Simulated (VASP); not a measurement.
Wanted: the native input for a VASP 6.6.1 run.

| Item | Value |
| --- | --- |
| Task | single point |
| Functional | PBE |
| Potentials or basis | VASP PAW PBE potentials, release 64 (Zn, O_h) |
| Cutoff | 1340 eV |
| k mesh | 12 × 12 × 6 |
| Occupations | gaussian, width 0.05 eV |
| Spin | no spin polarisation |
| Dipole correction | no |
| Further INCAR settings | ALGO = Normal; EDIFF = 1e-06; NBANDS = 26 |

The structure of ZnO lies in POSCAR:

```
ZnO
1.0
    3.2794753211      0.0000000000      0.0000000000
   -1.6397376605      2.8401089392      0.0000000000
    0.0000000000      0.0000000000      5.0814052441
Zn O
2 2
Direct
    0.3333333333      0.6666666667      0.0015026881
    0.6666666667      0.3333333333      0.5015026881
    0.3333333333      0.6666666667      0.3805973119
    0.6666666667      0.3333333333      0.8805973119
```

This cell differs from its parent crystal: strain +0.000 along x and y, -0.040 along z.

One way to write it, as run:

INCAR

```
ALGO = Normal
EDIFF = 1E-6
ENCUT = 1340
GGA = PE
GGA_COMPAT = False
ISIF = 2
ISMEAR = 0
LASPH = True
LCHARG = False
LREAL = False
LWAVE = False
NBANDS = 26
NELM = 120
PREC = Accurate
SIGMA = 0.05
```

KPOINTS

```
k-points
0
Gamma
  12 12 6
```

Potentials or basis: VASP PAW PBE potentials, release 64 (Zn, O_h).

Command:

```sh
$ cat potpaw_PBE.64/Zn/POTCAR potpaw_PBE.64/O_h/POTCAR > POTCAR
$ mpirun -np 1 vasp_std > vasp.out
```

It gave:

* Pressure: 7.1 GPa
* Largest force: 0.461 eV/Å
* Band gap on the k mesh: 0.84 eV

Caveat: the cell differs from its parent crystal (strain +0.000 along x and y, -0.040 along z); the stress differs along the axes, from 4 to 14 GPa.

Run time: 7.8 min on 1 thread of Intel(R) Xeon(R) Platinum 8375C CPU @ 2.90GHz (Ice Lake), with other jobs on the host, peak memory 0.51 GiB.
